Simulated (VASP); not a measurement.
LaBi, 2 atoms in the cell. Symmetry: Fm-3m, No. 225, cubic system. The conventional cell has a = 6.877 Å, b = 6.877 Å, c = 6.877 Å, α = 90.00°, β = 90.00°, γ = 90.00°. La (site symmetry m-3m) has 6 Bi at 3.44 Å within 4.5 Å. Bi (site symmetry m-3m) has 6 La at 3.44 Å within 4.5 Å. 

```yaml
Program: VASP 6.6.1
Task: single point
Functional: r2SCAN
Potentials_or_basis: VASP PAW PBE potentials, release 64 (La, Bi_d)
Cutoff: 550 eV
k_mesh: 12 × 12 × 12
Occupations: gaussian, width 0.1 eV
Spin: no spin polarisation
Dipole_correction: no
Further_INCAR_settings: ALGO = Normal; EDIFF = 1e-06; NBANDS = 20
```

Potentials or basis: VASP PAW PBE potentials, release 64 (La, Bi_d).

Command:

```bash
$ cat potpaw_PBE.64/La/POTCAR potpaw_PBE.64/Bi_d/POTCAR > POTCAR
$ cp INCAR.step1 INCAR
$ mpirun -np 1 vasp_std > vasp.out
$ cp INCAR.step2 INCAR
$ mpirun -np 1 vasp_std > vasp.out
```

Hardware: 1 thread of Intel(R) Xeon(R) Platinum 8559C (Emerald Rapids) (shared host).

Problem. How long does it take, and how much memory?

Solution. It took 10 min on 1 thread of Intel(R) Xeon(R) Platinum 8559C (Emerald Rapids), on a shared host, peak memory 0.37 GiB. Counts: k points 72.
